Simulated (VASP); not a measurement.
Wanted: the native input for a VASP 6.6.1 run.

| Property | Result |
| --- | --- |
| Task | single point |
| Functional | LDA |
| Potentials or basis | VASP PAW LDA potentials, release 64 (Si) |
| Cutoff | 520 eV |
| k mesh | 7 × 7 × 4 |
| Occupations | fermi-dirac, width 0.1 eV |
| Spin | no spin polarisation |
| Dipole correction | no |
| Further INCAR settings | ALGO = Normal; EDIFF = 1e-06; NBANDS = 16 |

The structure of Si lies in POSCAR:

```
Si
1.0
    3.8056026883      0.0000000000      0.0000000000
   -1.9028018408      3.2957487518      0.0000000000
    0.0000000000      0.0000000000      6.2901199006
Si
4
Direct
    0.3333333333      0.6666666667      0.0630090000
    0.6666666667      0.3333333333      0.5630100000
    0.3333333333      0.6666666667      0.4369910000
    0.6666666667      0.3333333333      0.9369900000
```

The input as run:

INCAR

```
SYSTEM = Si
ALGO     = Normal         ! electronic algorithm
EDIFF    = 1E-6           ! SCF threshold, eV
ENCUT    = 520            ! plane-wave cutoff, eV
GGA      = CA             ! functional
ISIF     = 2              ! what is computed and relaxed
ISMEAR   = -1             ! smearing method
LASPH    = .TRUE.         ! aspherical terms in the spheres
LCHARG   = .TRUE.         ! write CHGCAR
LELF     = .TRUE.         ! ELF
LREAL    = .FALSE.        ! projectors in reciprocal space
LVHAR    = .TRUE.       
LWAVE    = .FALSE.        ! write WAVECAR
NBANDS   = 16             ! bands
NELM     = 100            ! most SCF steps
PREC     = Accurate       ! precision mode
SIGMA    = 0.1            ! smearing width, eV
```

KPOINTS

```
k-points
0
G
  7 7 4
  0 0 0
```

Potentials or basis: VASP PAW LDA potentials, release 64 (Si).

The run is started by

```sh
$ cat potpaw_LDA.64/Si/POTCAR > POTCAR
$ mpirun -np 1 vasp_std > vasp.out
```

Results of the run:

The pressure is -0.1 GPa and the largest force is 0.004 eV/Å. The band gap on the k mesh is 0.34 eV, indirect (least direct gap 0.98 eV).

Wall time 12 s on 1 thread of Intel Xeon 6975P-C (shared host), peak memory 0.16 GiB.
